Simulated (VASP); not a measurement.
A run of VASP 6.6.1 is set up as follows.

File INCAR:

```
  PREC = Accurate
  ENCUT = 520
  EDIFF = 1E-6
  ISMEAR = 0
  SIGMA = 0.1
  LREAL = F
  LASPH = T
  NELM = 120
  ALGO = Normal
  ISIF = 2
  LWAVE = F
  LCHARG = F
  LDIPOL = T
  IDIPOL = 3
  DIPOL = 0.5 0.5 0.251
  GGA = PE
  IVDW = 12
  NBANDS = 28
  GGA_COMPAT = F
  NELMDL = -8
```

File KPOINTS:

```
Automatic mesh
0
Gamma
  6 6 1
```

POSCAR

```
HC4
1.0
    4.9314379192      0.0000000000      0.0000000000
   -2.4657189596      4.2707505152      0.0000000000
    0.0000000000      0.0000000000     18.0000000000
C H
8 2
Direct
    0.1666666667      0.3333333333      0.2222222222
    0.1666666667      0.8333333333      0.2222222222
    0.6666666667      0.3333333333      0.2222222222
    0.6666666667      0.8333333333      0.2222222222
    0.3333333333      0.1666666667      0.2222222222
    0.3333333333      0.6666666667      0.2222222222
    0.8333333333      0.1666666667      0.2222222222
    0.8333333333      0.6666666667      0.2222222222
    0.1128705015      0.3871294985      0.3666666667
    0.2204628318      0.2795371682      0.3666666667
```

Potentials or basis: VASP PAW PBE potentials, release 64 (C, H).

Launch:

```bash
$ cat potpaw_PBE.64/C/POTCAR potpaw_PBE.64/H/POTCAR > POTCAR
$ mpirun -np 1 vasp_std > vasp.out
```

(1) What does it give for the dispersion energy per atom?

(2) Predict the largest force.

(3) Predict the band gap on the k mesh.

Results:

(1) -0.084 eV.

(2) 3.406 eV/Å.

(3) 0.02 eV.
